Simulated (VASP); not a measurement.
# AlFe (Pm-3m) in VASP: notebook

The runs below take AlFe through single point, with PBE.

All numbers are computed with VASP 6.6.1; they aren't measurements. Logs are shortened: lines on timing, memory, paths and dates and some standing lists are left out, and cuts for length are marked.

## 1. The cell of the first run

It takes space group Pm-3m (No. 221, cubic). The conventional cell has a = 2.910 Å, b = 2.910 Å, c = 2.910 Å, α = 90.00°, β = 90.00°, γ = 90.00°. Within 3.3 Å of Al (site symmetry m-3m) lie 8 Fe at 2.52 Å and 6 Al at 2.91 Å. Within 3.3 Å of Fe (site symmetry m-3m) lie 8 Al at 2.52 Å and 6 Fe at 2.91 Å.

## 2. Single point, PBE, collinear spin, ferromagnetic start

INCAR reads:

```
PREC = Accurate ; ENCUT = 520
EDIFF = 1E-7 ; ISMEAR = -1
SIGMA = 0.1 ; LREAL = False
LASPH = True ; NELM = 150
ALGO = Normal ; ISIF = 2
LWAVE = False ; LCHARG = False
ISPIN = 2 ; MAGMOM = 0 0 3 3
LORBIT = 11 ; LMAXMIX = 4
GGA = PE ; NBANDS = 23
```

KPOINTS reads:

```
Automatic mesh
0
Gamma
  10 10 10
```

POSCAR reads:

```
AlFe
1.0
    2.9100000000      2.9100000000      0.0000000000
    2.9100000000      0.0000000000      2.9100000000
    2.9100000000      0.0000000000     -2.9100000000
Al Fe
2 2
Direct
    0.0000000000      0.0000000000      0.0000000000
    0.0000000000      0.5000000000      0.5000000000
    0.5000000000      0.2500000000      0.7500000000
    0.5000000000      0.7500000000      0.2500000000
```

Potentials or basis: VASP PAW PBE potentials, release 64 (Al, Fe).

Started as:

```bash
> cat potpaw_PBE.64/Al/POTCAR potpaw_PBE.64/Fe/POTCAR > POTCAR
> mpirun -np 1 vasp_std > vasp.out
```

OUTCAR:

```text
PREC = Accurate
   ENCUT = 520
   EDIFF = 1E-7
   ISMEAR = -1
   LREAL = False
   LASPH = True
   NELM = 150
   ISIF = 2
   ISPIN = 2
   LORBIT = 11
   GGA = PE

 ion  position               nearest neighbor table
   1  0.000  0.000  0.000-   3 2.52   4 2.52   4 2.52   3 2.52   4 2.52   3 2.52   3 2.52   4 2.52
                             2 2.91   2 2.91   2 2.91   2 2.91   2 2.91   2 2.91
   2  0.000  0.500  0.500-   3 2.52   4 2.52   3 2.52   4 2.52   3 2.52   4 2.52   3 2.52   4 2.52
                             1 2.91   1 2.91   1 2.91   1 2.91   1 2.91   1 2.91
   3  0.500  0.250  0.750-   1 2.52   2 2.52   1 2.52   2 2.52   1 2.52   2 2.52   1 2.52   2 2.52
                             4 2.91   4 2.91   4 2.91   4 2.91   4 2.91   4 2.91
   4  0.500  0.750  0.250-   1 2.52   2 2.52   2 2.52   1 2.52   2 2.52   1 2.52   1 2.52   2 2.52
                             3 2.91   3 2.91   3 2.91   3 2.91   3 2.91   3 2.91

  LATTYP: Found a face centered cubic cell.
 ALAT       =     5.8200000000

  Lattice vectors:

 A1 = (   2.9100000000,   2.9100000000,   0.0000000000)
 A2 = (   2.9100000000,   0.0000000000,  -2.9100000000)
 A3 = (   0.0000000000,   2.9100000000,  -2.9100000000)

Analysis of symmetry for initial positions (statically):
=====================================================================
 Subroutine PRICEL returns following result:

  LATTYP: Found a simple cubic cell.
 ALAT       =     2.9100000000
[... 12 lines left out ...]
 Subroutine GETGRP returns: Found 48 space group operations
 (whereof 48 operations were pure point group operations)
 out of a pool of 48 trial point group operations.

The static configuration has the point symmetry O_h .

Analysis of symmetry for dynamics (positions and initial velocities):
=====================================================================
 Subroutine PRICEL returns following result:

  LATTYP: Found a simple cubic cell.
 ALAT       =     2.9100000000
[... 12 lines left out ...]
 Subroutine GETGRP returns: Found 48 space group operations
 (whereof 48 operations were pure point group operations)
 out of a pool of 48 trial point group operations.

The dynamic configuration has the point symmetry O_h .

Analysis of structural, dynamic, and magnetic symmetry:
=====================================================================
 Subroutine PRICEL returns following result:

  LATTYP: Found a simple cubic cell.
 ALAT       =     2.9100000000
[... 12 lines left out ...]
 Subroutine GETGRP returns: Found 48 space group operations
 (whereof 48 operations were pure point group operations)
 out of a pool of 48 trial point group operations.

The overall configuration has the point symmetry O_h .

 Subroutine INISYM returns: Found 48 space group operations
 (whereof 48 operations are pure point group operations),
 and found     2 'primitive' translations

[... 125 lines left out ...]
 spin polarized calculation
  energy-cutoff  :      520.00
  volume of cell :       49.28
 maximum number of plane-waves:      1363
   NGX = 15   NGY = 15   NGZ = 15

 number of electron      22.0000015 magnetization       1.4275970

 Free energy of the ion-electron system (eV)
  ---------------------------------------------------
  ext. energy  EPLUGINS =         0.00000000
  ---------------------------------------------------
  free energy    TOTEN  =       -25.33903334 eV

  energy without entropy =      -25.18518524  energy(sigma->0) =      -25.26210929

 E-fermi :   7.6913     XC(G=0): -11.9715

 val. band max:        7.6838954330   @ k =   0.2000   0.0000   0.0000
 cond. band min:       7.6941763583   @ k =   0.5000   0.3000   0.1000
 fundamental gap:      0.0102809254
 Fermi energy:         7.6912762184

 spin component 1

 k-point     1 :       0.0000    0.0000    0.0000
  band No.  band energies     occupation
      1      -2.5601      1.00000
      2       4.1515      1.00000
      3       4.1515      1.00000
      4       4.1515      1.00000
      5       5.2434      1.00000
      6       5.2434      1.00000
[... 613 lines left out ...]
     22      19.1804      0.00000
     23      21.6608      0.00000

 [... further k-points ...]

 spin component 2

 k-point     1 :       0.0000    0.0000    0.0000
  band No.  band energies     occupation
      1      -2.5596      1.00000
      2       4.5638      1.00000
      3       4.5638      1.00000
      4       4.5638      1.00000
      5       5.6379      1.00000
      6       5.6379      1.00000
[... 613 lines left out ...]
     22      19.1671      0.00000
     23      21.7626      0.00000

 [... further k-points ...]

------------------------ aborting loop because EDIFF is reached ----------------------------------------

  FORCE on cell =-STRESS in cart. coord.  units (eV):
  Direction    XX          YY          ZZ          XY          YZ          ZX
  --------------------------------------------------------------------------------------
  -------------------------------------------------------------------------------------
  Total       -1.7609609     -1.7609609     -1.7609609      0.0000000      0.0000000      0.0000000
  in kB      -57.2468149    -57.2468149    -57.2468149      0.0000000      0.0000000      0.0000000
  external PRESSURE =     -57.2468149 kB  Pullay stress =       0.0000000 kB

 VOLUME and BASIS-vectors are now :
 -----------------------------------------------------------------------------
  energy-cutoff  :      520.00
  volume of cell :       49.28
      direct lattice vectors                 reciprocal lattice vectors
     2.910000000  2.910000000  0.000000000     0.000000000  0.343642612  0.000000000
     2.910000000  0.000000000  2.910000000     0.171821306 -0.171821306  0.171821306
     2.910000000  0.000000000 -2.910000000     0.171821306 -0.171821306 -0.171821306

 POSITION                                       TOTAL-FORCE (eV/Angst)
 -----------------------------------------------------------------------------------
      0.00000      0.00000      0.00000         0.000000      0.000000      0.000000
      2.91000      0.00000      0.00000         0.000000      0.000000      0.000000
      4.36500      1.45500     -1.45500        -0.000000     -0.000000      0.000000
      4.36500      1.45500      1.45500         0.000000      0.000000     -0.000000
 -----------------------------------------------------------------------------------
    total drift:                                0.000000      0.000000      0.000000

  FREE ENERGIE OF THE ION-ELECTRON SYSTEM (eV)
  ---------------------------------------------------
  free  energy   TOTEN  =       -25.3390333435 eV

  energy  without entropy=      -25.1851852426  energy(sigma->0) =      -25.26210929

 total charge

# of ion       s       p       d       tot
------------------------------------------
    1        0.395   0.420   0.000   0.815
    2        0.395   0.420   0.000   0.815
    3        0.417   0.475   6.451   7.343
    4        0.417   0.475   6.451   7.343
--------------------------------------------------
tot          1.624   1.790  12.903  16.316

 magnetization (x)

# of ion       s       p       d       tot
------------------------------------------
    1       -0.008  -0.017   0.000  -0.025
    2       -0.008  -0.017   0.000  -0.025
    3        0.000   0.006   0.753   0.760
    4        0.000   0.006   0.753   0.760
--------------------------------------------------
tot         -0.017  -0.021   1.507   1.469
```

It took 2.7 min on 1 thread of Intel Xeon 8259CL, shared host; peak memory 0.25 GiB.

Results:

- Free energy: -25.3390 eV
- Pressure: -5.7 GPa
- Net moment: 1.43 μB per cell
- Site moments: Al -0.03; Fe +0.76 μB
- Valence electrons inside the program's atomic spheres: Al 0.81; Fe 7.34

Caveat: the cell stands under tension.

## 3. Single point, PBE, collinear spin, ferromagnetic start

INCAR reads:

```
SYSTEM = AlFe
  PREC = Accurate
  ENCUT = 520
  EDIFF = 1E-7
  ISMEAR = -1
  SIGMA = 0.1
  LREAL = .FALSE.
  LASPH = .TRUE.
  NELM = 150
  ALGO = Normal
  ISIF = 2
  LWAVE = .FALSE.
  LCHARG = .FALSE.
  ISPIN = 2
  MAGMOM = 0 0 3 3
  LORBIT = 11
  LMAXMIX = 4
  GGA = PE
  NBANDS = 23
```

KPOINTS reads:

```
Automatic mesh
0
G
  10 10 10
  0 0 0
```

POSCAR is that of step 2.

Potentials or basis: VASP PAW PBE potentials, release 64 (Al, Fe).

Started as:

```bash
> cat potpaw_PBE.64/Al/POTCAR potpaw_PBE.64/Fe/POTCAR > POTCAR
> mpirun -np 1 vasp_std > vasp.out
```

Wall time 2.7 min (1 thread of Intel Xeon 8259CL, shared host); peak memory 0.25 GiB.

Results (log left out):

- Free energy: -25.3390 eV
- Pressure: -5.7 GPa
- Net moment: 1.43 μB per cell
- Site moments: Al -0.03; Fe +0.76 μB
- Valence electrons inside the program's atomic spheres: Al 0.81; Fe 7.34

Levels at points of the mesh, in eV from the Fermi level:
Spin up:
```tsv
k point	band 8	band 9	band 10	band 11	band 12	band 13	band 14	band 15	band 16	band 17
(0.00, 0.00, 0.00)	-0.45	-0.45	0.37	0.37	2.87	2.87	2.87	3.87	5.62	5.62
(0.50, 0.00, 0.00)	-1.35	-1.35	-1.12	-1.12	-0.34	0.33	0.75	3.02	3.71	8.60
(0.00, 0.50, 0.00)	-1.35	-1.12	-1.12	-1.12	-1.12	3.40	3.40	3.40	3.40	5.12
```
Spin down:
| k point | band 7 | band 8 | band 9 | band 10 | band 11 | band 12 | band 13 | band 14 | band 15 | band 16 |
| --- | --- | --- | --- | --- | --- | --- | --- | --- | --- | --- |
| (0.00, 0.00, 0.00) | 0.40 | 0.40 | 0.40 | 0.95 | 0.95 | 2.93 | 2.93 | 2.93 | 3.79 | 6.02 |
| (0.50, 0.00, 0.00) | -1.40 | -0.61 | -0.61 | -0.35 | -0.35 | 0.52 | 0.91 | 1.29 | 3.38 | 4.26 |
| (0.00, 0.50, 0.00) | -0.72 | -0.72 | -0.50 | -0.50 | -0.50 | -0.50 | 3.71 | 3.71 | 3.71 | 3.71 |

Caveat: the cell stands under tension.

## 4. Single point, PBE, collinear spin, antiferromagnetic start

INCAR reads:

```
PREC     = Accurate       # precision mode
ENCUT    = 520            # plane-wave cutoff, eV
EDIFF    = 1E-6           # SCF threshold, eV
ISMEAR   = -1             # smearing method
SIGMA    = 0.1            # smearing width, eV
LREAL    = F              # projectors in reciprocal space
LASPH    = T              # aspherical terms in the spheres
NELM     = 150            # most SCF steps
ALGO     = Normal         # electronic algorithm
ISIF     = 2              # what is computed and relaxed
LWAVE    = F              # write WAVECAR
LCHARG   = T              # write CHGCAR
ISPIN    = 2              # spin polarisation
MAGMOM   = 0 0 3 -3       # initial moments
LORBIT   = 11             # projections on sites
LMAXMIX  = 4              # l up to which the mixer works
GGA      = PE             # functional
LELF     = T              # ELF
LVHAR    = T            
NBANDS   = 23             # bands
```

KPOINTS reads:

```
regular mesh
0
Gamma
  10 10 10
```

POSCAR is that of step 3.

Potentials or basis: VASP PAW PBE potentials, release 64 (Al, Fe).

Started as:

```bash
> cat potpaw_PBE.64/Al/POTCAR potpaw_PBE.64/Fe/POTCAR > POTCAR
> mpirun -np 1 vasp_std > vasp.out
```

OUTCAR:

```text
PREC = Accurate
   ENCUT = 520
   EDIFF = 1E-6
   ISMEAR = -1
   LREAL = F
   LASPH = T
   NELM = 150
   ISIF = 2
   ISPIN = 2
   LORBIT = 11
   GGA = PE

 ion  position               nearest neighbor table
   1  0.000  0.000  0.000-   3 2.52   4 2.52   4 2.52   3 2.52   4 2.52   3 2.52   3 2.52   4 2.52
                             2 2.91   2 2.91   2 2.91   2 2.91   2 2.91   2 2.91
   2  0.000  0.500  0.500-   3 2.52   4 2.52   3 2.52   4 2.52   3 2.52   4 2.52   3 2.52   4 2.52
                             1 2.91   1 2.91   1 2.91   1 2.91   1 2.91   1 2.91
   3  0.500  0.250  0.750-   1 2.52   2 2.52   1 2.52   2 2.52   1 2.52   2 2.52   1 2.52   2 2.52
                             4 2.91   4 2.91   4 2.91   4 2.91   4 2.91   4 2.91
   4  0.500  0.750  0.250-   1 2.52   2 2.52   2 2.52   1 2.52   2 2.52   1 2.52   1 2.52   2 2.52
                             3 2.91   3 2.91   3 2.91   3 2.91   3 2.91   3 2.91

  LATTYP: Found a face centered cubic cell.
 ALAT       =     5.8200000000

  Lattice vectors:

 A1 = (   2.9100000000,   2.9100000000,   0.0000000000)
 A2 = (   2.9100000000,   0.0000000000,  -2.9100000000)
 A3 = (   0.0000000000,   2.9100000000,  -2.9100000000)

Analysis of symmetry for initial positions (statically):
=====================================================================
 Subroutine PRICEL returns following result:

  LATTYP: Found a simple cubic cell.
 ALAT       =     2.9100000000
[... 12 lines left out ...]
 Subroutine GETGRP returns: Found 48 space group operations
 (whereof 48 operations were pure point group operations)
 out of a pool of 48 trial point group operations.

The static configuration has the point symmetry O_h .

Analysis of symmetry for dynamics (positions and initial velocities):
=====================================================================
 Subroutine PRICEL returns following result:

  LATTYP: Found a simple cubic cell.
 ALAT       =     2.9100000000
[... 12 lines left out ...]
 Subroutine GETGRP returns: Found 48 space group operations
 (whereof 48 operations were pure point group operations)
 out of a pool of 48 trial point group operations.

The dynamic configuration has the point symmetry O_h .

Analysis of structural, dynamic, and magnetic symmetry:
[... 176 lines left out ...]

 spin component 1

 k-point     1 :       0.0000    0.0000    0.0000
  band No.  band energies     occupation
      1      -2.5612      1.00000
      2       4.3639      1.00000
      3       4.3640      1.00000
      4       4.3640      1.00000
      5       5.4462      1.00000
      6       5.4462      1.00000
[... 613 lines left out ...]
     22      19.1716      0.00000
     23      21.7016      0.00000

 [... further k-points ...]

 spin component 2

 k-point     1 :       0.0000    0.0000    0.0000
  band No.  band energies     occupation
      1      -2.5612      1.00000
      2       4.3639      1.00000
      3       4.3640      1.00000
      4       4.3640      1.00000
      5       5.4462      1.00000
      6       5.4462      1.00000
[... 613 lines left out ...]
     22      19.1716      0.00000
     23      21.7016      0.00000

 [... further k-points ...]

------------------------ aborting loop because EDIFF is reached ----------------------------------------

  FORCE on cell =-STRESS in cart. coord.  units (eV):
  Direction    XX          YY          ZZ          XY          YZ          ZX
  --------------------------------------------------------------------------------------
  -------------------------------------------------------------------------------------
  Total       -2.0512922     -2.0512922     -2.0512922      0.0000000     -0.0000000      0.0000000
  in kB      -66.6851530    -66.6851530    -66.6851530      0.0000000     -0.0000000      0.0000000
  external PRESSURE =     -66.6851530 kB  Pullay stress =       0.0000000 kB

 VOLUME and BASIS-vectors are now :
 -----------------------------------------------------------------------------
  energy-cutoff  :      520.00
  volume of cell :       49.28
      direct lattice vectors                 reciprocal lattice vectors
     2.910000000  2.910000000  0.000000000     0.000000000  0.343642612  0.000000000
     2.910000000  0.000000000  2.910000000     0.171821306 -0.171821306  0.171821306
     2.910000000  0.000000000 -2.910000000     0.171821306 -0.171821306 -0.171821306

 POSITION                                       TOTAL-FORCE (eV/Angst)
 -----------------------------------------------------------------------------------
      0.00000      0.00000      0.00000        -0.000000      0.000000      0.000000
      2.91000      0.00000      0.00000        -0.000000      0.000000      0.000000
      4.36500      1.45500     -1.45500        -0.000000      0.000000      0.000000
      4.36500      1.45500      1.45500         0.000000     -0.000000     -0.000000
 -----------------------------------------------------------------------------------
    total drift:                                0.000000      0.000000      0.000000

  FREE ENERGIE OF THE ION-ELECTRON SYSTEM (eV)
  ---------------------------------------------------
  free  energy   TOTEN  =       -25.2804356148 eV

  energy  without entropy=      -25.0871179952  energy(sigma->0) =      -25.18377680

 total charge

# of ion       s       p       d       tot
------------------------------------------
    1        0.395   0.420   0.000   0.815
    2        0.395   0.420   0.000   0.815
    3        0.416   0.469   6.462   7.347
    4        0.416   0.469   6.462   7.347
--------------------------------------------------
tot          1.623   1.777  12.924  16.324

 magnetization (x)

# of ion       s       p       d       tot
------------------------------------------
    1        0.000   0.000   0.000   0.000
    2        0.000   0.000   0.000   0.000
    3       -0.000  -0.000  -0.001  -0.001
    4        0.000   0.000   0.001   0.001
--------------------------------------------------
tot          0.000   0.000   0.000   0.000
```

OSZICAR:

```text
N       E                     dE             d eps       ncg     rms          rms(c)
DAV:   1     0.106346179907E+03    0.10635E+03   -0.87833E+03  4348   0.993E+02
DAV:   2    -0.229479476058E+02   -0.12929E+03   -0.11923E+03  4366   0.217E+02
DAV:   3    -0.283234547870E+02   -0.53755E+01   -0.51773E+01  5383   0.550E+01
[... 12 lines left out ...]
DAV:  16    -0.252804232680E+02   -0.12423E-03   -0.18046E-03  6921   0.461E-01    0.115E-02
DAV:  17    -0.252804338182E+02   -0.10550E-04   -0.71521E-05  6730   0.708E-02    0.871E-03
DAV:  18    -0.252804326967E+02    0.11216E-05   -0.13098E-04  6999   0.156E-01    0.872E-03
DAV:  19    -0.252804347683E+02   -0.20717E-05   -0.70974E-06  5715   0.342E-02    0.502E-03
DAV:  20    -0.252804356148E+02   -0.84642E-06   -0.64410E-06  2838   0.363E-02
   1 F= -.25280436E+02 E0= -.25183777E+02  d E =-.193318E+00  mag=    -0.0000
```

It took 3.6 min on 1 thread of Intel Xeon 8259CL, shared host; peak memory 0.25 GiB.

Results:

```yaml
Free_energy: -25.2804 eV
Pressure: -6.7 GPa
Band_gap_on_the_k_mesh: zero (filled and empty bands overlap)
Net_moment: 0.00 μB per cell
Valence_electrons_inside_the_program's_atomic_spheres: Al 0.81; Fe 7.35
```

Caveat: the cell stands under tension; the moments typed at the start vanished in this run.
